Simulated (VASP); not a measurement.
# MgO in VASP: notebook

MgO is run at these levels: PBEsol; tasks: single point.

Program: VASP 6.6.1. These are calculated values, not measurements. Logs are shortened: lines on timing, memory, paths and dates and some standing lists are left out, and cuts for length are marked.

### Step 1. The cell of the first run

Symmetry: P3m1, No. 156, trigonal system. The conventional cell has a = 2.938 Å, b = 2.938 Å, c = 2.680 Å, α = 90.00°, β = 90.00°, γ = 120.00°. Mg (site symmetry 3m) has 6 O at 2.04 to 2.29 Å and 2 Mg at 2.68 Å within 2.7 Å. O (site symmetry 3m) has 6 Mg at 2.04 to 2.29 Å and 2 O at 2.68 Å within 2.7 Å.

### Step 2. Single point, PBEsol (atom 1 (Mg) moved by (+0.000, -0.200) A along y and z)

The input, INCAR:

```
ALGO     = Normal         # electronic algorithm
EDIFF    = 1E-7           # SCF threshold, eV
ENCUT    = 520            # plane-wave cutoff, eV
GGA      = PS             # functional
ISIF     = 2              # what is computed and relaxed
ISMEAR   = 0              # smearing method
LASPH    = T              # aspherical terms in the spheres
LCHARG   = F              # write CHGCAR
LREAL    = F              # projectors in reciprocal space
LWAVE    = F              # write WAVECAR
NBANDS   = 11             # bands
NELM     = 100            # most SCF steps
PREC     = Accurate       # precision mode
SIGMA    = 0.05           # smearing width, eV
```

The input, KPOINTS:

```
k-points
0
Gamma
  9 9 8
```

The input, POSCAR:

```
MgO
1.0
    2.9380209034      0.0000000000      0.0000000000
   -1.4690104517      2.5444007392      0.0000000000
    0.0000000000      0.0000000000      2.6796800000
Mg O
1 1
Direct
    0.0000000000      0.0000000000     -0.0746357774
    0.3333333333      0.6666666667      0.5000000000
```

Potentials or basis: VASP PAW PBE potentials, release 64 (Mg, O).

Command:

```sh
cat potpaw_PBE.64/Mg/POTCAR potpaw_PBE.64/O/POTCAR > POTCAR
mpirun -np 1 vasp_std > vasp.out
```

OUTCAR:

```text
EDIFF = 1E-7
   ENCUT = 520
   GGA = PS
   ISIF = 2
   ISMEAR = 0
   LASPH = T
   LREAL = F
   NELM = 100
   PREC = Accurate

 ion  position               nearest neighbor table
   1  0.000  0.000  0.925-   2 2.04   2 2.04   2 2.04   2 2.29   2 2.29   2 2.29
   2  0.333  0.667  0.500-   1 2.04   1 2.04   1 2.04   1 2.29   1 2.29   1 2.29

  LATTYP: Found a hexagonal cell.
 ALAT       =     2.9380209034
 C/A-ratio  =     0.9120697531

  Lattice vectors:

 A1 = (   2.9380209034,   0.0000000000,   0.0000000000)
 A2 = (  -1.4690104517,   2.5444007392,   0.0000000000)
 A3 = (   0.0000000000,   0.0000000000,   2.6796800000)

Analysis of symmetry for initial positions (statically):
=====================================================================
 Subroutine PRICEL returns:
 Original cell was already a primitive cell.

 Routine SETGRP: Setting up the symmetry group for a
 hexagonal supercell.

 Subroutine GETGRP returns: Found  6 space group operations
 (whereof  6 operations were pure point group operations)
 out of a pool of 24 trial point group operations.

The static configuration has the point symmetry C_3v.

Analysis of symmetry for dynamics (positions and initial velocities):
=====================================================================
 Subroutine PRICEL returns:
 Original cell was already a primitive cell.

 Routine SETGRP: Setting up the symmetry group for a
 hexagonal supercell.

 Subroutine GETGRP returns: Found  6 space group operations
 (whereof  6 operations were pure point group operations)
 out of a pool of 24 trial point group operations.

The dynamic configuration has the point symmetry C_3v.

 Subroutine INISYM returns: Found  6 space group operations
 (whereof  6 operations are pure point group operations),
 and found     1 'primitive' translations

----------------------------------------------------------------------------------------

                                     Primitive cell

  volume of cell :      20.0320

  direct lattice vectors                    reciprocal lattice vectors
     2.938020903  0.000000000  0.000000000     0.340365175  0.196509926  0.000000000
    -1.469010452  2.544400739  0.000000000     0.000000000  0.393019851  0.000000000
     0.000000000  0.000000000  2.679680000     0.000000000  0.000000000  0.373178887

  length of vectors
     2.938020903  2.938020903  2.679680000     0.393019851  0.393019851  0.373178887

  position of ions in fractional coordinates (direct lattice)
     0.000000000  0.000000000  0.925364223
     0.333333333  0.666666667  0.500000000

[... 81 lines left out ...]
   NFREE  =      0    steps in history (QN), initial steepest desc. (CG)
   ISIF   =      2    stress and relaxation
   ISYM   =      2    0-nonsym 1-usesym 2-fastsym
   POTIM  = 0.5000    time-step for ionic-motion
   TEBEG  =    0.0;   TEEND  =   0.0 temperature during run
   PSTRESS=    0.0 pullay stress
   NELECT =       8.0000    total number of electrons
   NUPDOWN=      -1.0000    fix difference up-down
   EMIN   =  10.00;   EMAX   =-10.00  energy-range for DOS
   EFERMI =   0.00;   METHOD = LEGACY
   ISMEAR =     0;   SIGMA  =   0.05  broadening in eV -4-tet -1-fermi 0-gaus
   EFERMI_NEDOS =   21; number of points for ismear=-14 and -15
   IALGO  =     38    algorithm
   IMIX   =      4    mixing-type and parameters
     AMIX     =   0.40;   BMIX     =  1.00
     AMIX_MAG =   1.60;   BMIX_MAG =  1.00
  volume/ion in A,a.u.               =      10.02        67.59
  Fermi-wavevector in a.u.,A,eV,Ry     =   1.205583  2.278221 19.775115  1.453430
  Thomas-Fermi vector in A             =   2.341275
   LORBIT       =      0    0 simple, 1 ext, 2 COOP (PROOUT), +10 PAW based schemes
   GGA     = PS    functional components
   LHFCALC =     F    Hartree Fock is set to
   AEXX    =    0.0000 exact exchange contribution
   IVDW    =     0    specifies the selected vdW correction
   LEPSILON=     F    determine dielectric tensor
   LRPA    =     F    only Hartree local field effects (RPA)
 non-spin polarized calculation
 Gauss-broadening in eV      SIGMA  =   0.05
  energy-cutoff  :      520.00
  volume of cell :       20.03
 maximum number of plane-waves:       562
 NGX is ok and might be reduce to    24
   NGX = 11   NGY = 11   NGZ =  9

 number of electron       7.9999996 magnetization

 Free energy of the ion-electron system (eV)
  ---------------------------------------------------
  ext. energy  EPLUGINS =         0.00000000
  ---------------------------------------------------
  free energy    TOTEN  =       -11.74748491 eV

  energy without entropy =      -11.74748491  energy(sigma->0) =      -11.74748491

 E-fermi :   3.5034     XC(G=0): -10.9366

 val. band max:        3.2117233370   @ k =   0.3333   0.3333   0.0000
 cond. band min:       6.0822923838   @ k =   0.0000   0.0000   0.0000
 fundamental gap:      2.8705690468
 Fermi energy:         3.5033729462

 k-point     1 :       0.0000    0.0000    0.0000
  band No.  band energies     occupation
      1     -14.2197      2.00000
      2       2.4976      2.00000
      3       2.4976      2.00000
      4       2.7511      2.00000
      5       6.0823      0.00000
      6      15.1452      0.00000
      7      18.6403      0.00000
      8      18.6403      0.00000
      9      21.6389      0.00000
     10      25.3220      0.00000
     11      25.6645      0.00000
[... 309 lines left out ...]
 k-point    24 :      -0.1111    0.3333    0.1250
  band No.  band energies     occupation
      1     -13.4722      2.00000
      2      -0.2916      2.00000
      3       1.8575      2.00000
      4       2.2489      2.00000
      5       9.4227      0.00000
      6      14.0141      0.00000
      7      17.3141      0.00000
      8      19.0458      0.00000
      9      21.2249      0.00000
     10      24.7357      0.00000
     11      27.4333      0.00000

 [... further k-points ...]
[... 5 lines left out ...]
  --------------------------------------------------------------------------------------
  -------------------------------------------------------------------------------------
  Total       -0.1345323     -0.1345323     -0.0609480      0.0000000      0.0000000      0.0000000
  in kB      -10.7600405    -10.7600405     -4.8746862      0.0000000      0.0000000      0.0000000
  external PRESSURE =      -8.7982557 kB  Pullay stress =       0.0000000 kB

 VOLUME and BASIS-vectors are now :
 -----------------------------------------------------------------------------
  energy-cutoff  :      520.00
  volume of cell :       20.03
      direct lattice vectors                 reciprocal lattice vectors
     2.938020903  0.000000000  0.000000000     0.340365175  0.196509926  0.000000000
    -1.469010452  2.544400739  0.000000000     0.000000000  0.393019851  0.000000000
     0.000000000  0.000000000  2.679680000     0.000000000  0.000000000  0.373178887

 POSITION                                       TOTAL-FORCE (eV/Angst)
 -----------------------------------------------------------------------------------
      0.00000      0.00000      2.47968        -0.000000      0.000000      0.699531
     -0.00000      1.69627      1.33984         0.000000     -0.000000     -0.699531
 -----------------------------------------------------------------------------------
    total drift:                                0.000000     -0.000000     -0.000321

  FREE ENERGIE OF THE ION-ELECTRON SYSTEM (eV)
  ---------------------------------------------------
  free  energy   TOTEN  =       -11.7474849098 eV

  energy  without entropy=      -11.7474849098  energy(sigma->0) =      -11.74748491
```

stdout:

```text
POSCAR found type information on POSCAR MgO
 POSCAR found :  2 types and       2 ions
 scaLAPACK will be used
 -----------------------------------------------------------------------------
|                                                                             |
|                                                                             |
|     You enforced a specific xc type in the INCAR file but a different       |
|     I HOPE YOU KNOW WHAT YOU ARE DOING!                                     |
|                                                                             |
 -----------------------------------------------------------------------------

 LDA part: xc-table for (Slater+PW92), standard interpolation
 POSCAR, INCAR and KPOINTS ok, starting setup
 FFT: planning ... GRIDC
 FFT: planning ... GRID_SOFT
 FFT: planning ... GRID
 WAVECAR not read
 entering main loop
```

It took 17 s on 1 thread of AMD EPYC 9R45 (Zen 5), shared host; peak memory 0.11 GiB.

What came out:

- Free energy: -11.7475 eV
- Pressure: -0.9 GPa
- Largest force: 0.700 eV/Å
- Band gap on the k mesh: 2.87 eV, indirect (least direct gap 3.33 eV)

Forces on the atoms (eV/Å):
```
Mg   0.000  0.000  0.700
O    0.000  0.000 -0.700
```

Stress tensor (GPa, compression positive):
```
-1.08  0.00  0.00
 0.00 -1.08  0.00
 0.00  0.00 -0.49
```

Caveat: the cell differs from its parent crystal (atom 1 (Mg) moved by (+0.000, -0.200) A along y and z); the PAW data sets were made with another functional, which shifts forces and pressure a little. A k mesh can miss the band edges.

### Step 3. Single point, PBEsol (atom 1 (Mg) moved by (-0.100, -0.200) A along y and z)

The input, INCAR:

```
  PREC = Accurate
  ENCUT = 520
  EDIFF = 1E-6
  ISMEAR = 0
  SIGMA = 0.05
  LREAL = False
  LASPH = True
  NELM = 80
  ALGO = Normal
  ISIF = 2
  LWAVE = False
  LCHARG = False
  GGA = PS
  NBANDS = 11
```

The input, KPOINTS:

```
Automatic mesh
0
Gamma
  9 9 8
```

Changes to POSCAR since step 2:

```diff
@@ -8,3 +8,3 @@
 Direct
-    0.0000000000      0.0000000000     -0.0746357774
+   -0.0196509926     -0.0393019851     -0.0746357774
     0.3333333333      0.6666666667      0.5000000000
```

Potentials or basis: VASP PAW PBE potentials, release 64 (Mg, O).

Command:

```sh
cat potpaw_PBE.64/Mg/POTCAR potpaw_PBE.64/O/POTCAR > POTCAR
mpirun -np 1 vasp_std > vasp.out
```

Run time: 31 s. Hardware: 1 thread of AMD EPYC 9R45 (Zen 5), shared host; peak memory 0.13 GiB.

Results (log left out):

```yaml
Free_energy: -11.7271 eV
Pressure: -0.2 GPa
Largest_force: 0.849 eV/Å
Band_gap_on_the_k_mesh: 2.87 eV, indirect (least direct gap 3.33 eV)
```

Forces on the atoms (eV/Å):
```
Mg   0.000  0.383  0.758
O    0.000 -0.383 -0.758
```

Stress tensor (GPa, compression positive):
```
 0.34  0.00  0.00
 0.00 -1.26  2.99
 0.00  2.99  0.32
```

Levels at points of the mesh, in eV from the valence-band top:
```
           k point  band 1  band 2  band 3  band 4  band 5  band 6  band 7  band 8  band 9
(0.00, 0.00, 0.00)  -17.42   -0.77   -0.63   -0.46    2.87   11.94   15.28   15.62   18.42
(0.00, 0.00, 0.50)  -16.35   -5.40   -0.32   -0.08    8.12    8.93   17.42   17.47   18.27
```

Caveat: the cell differs from its parent crystal (atom 1 (Mg) moved by (-0.100, -0.200) A along y and z); the PAW data sets were made with another functional, which shifts forces and pressure a little.
